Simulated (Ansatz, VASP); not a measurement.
## Be: VASP beside Ansatz

```
CELL_PARAMETERS angstrom
3.80825 0.00000 0.00000
0.00000 3.80825 0.00000
0.00000 0.00000 2.31868
ATOMIC_POSITIONS crystal
Be 0.29741 0.29741 0.00000
Be 0.70259 0.70259 0.00000
Be 0.20259 0.79741 0.50000
Be 0.79741 0.20259 0.50000
```

Alike in both runs: task single point; functional r2SCAN; k mesh 6 × 6 × 10; occupations fermi-dirac, width 0.15 eV; no spin polarisation.

```csv
,VASP,Ansatz
version,VASP 6.6.1,Ansatz 0.2.0
potentials or method,"VASP PAW PBE potentials, release 64 (Be)","plane waves, norm-conserving potentials"
plane-wave cutoff (eV),660,1520
valence electrons in the cell,8,16
```

VASP gave:

- gap on the k mesh at the Fermi level (eV): none
- pressure (GPa): -5.2
- traceless stress, the component that is largest in VASP (GPa): 0.98

Which values does Ansatz return?

gap on the k mesh at the Fermi level (eV): none; pressure (GPa): -5.2; traceless stress, the component that is largest in VASP (GPa): 1.01.

VASP's potentials were made for PBE, not for r2SCAN. A gap of «none» marks a metal or a gap that the smearing closes. The functional is the same, so the differences come from potentials, cutoffs and numerics. VASP's potentials hold 8 valence electrons a cell and Ansatz's 16, so a difference there can come from the potentials and not from the codes. Ansatz's warnings: stress scf threshold loose.
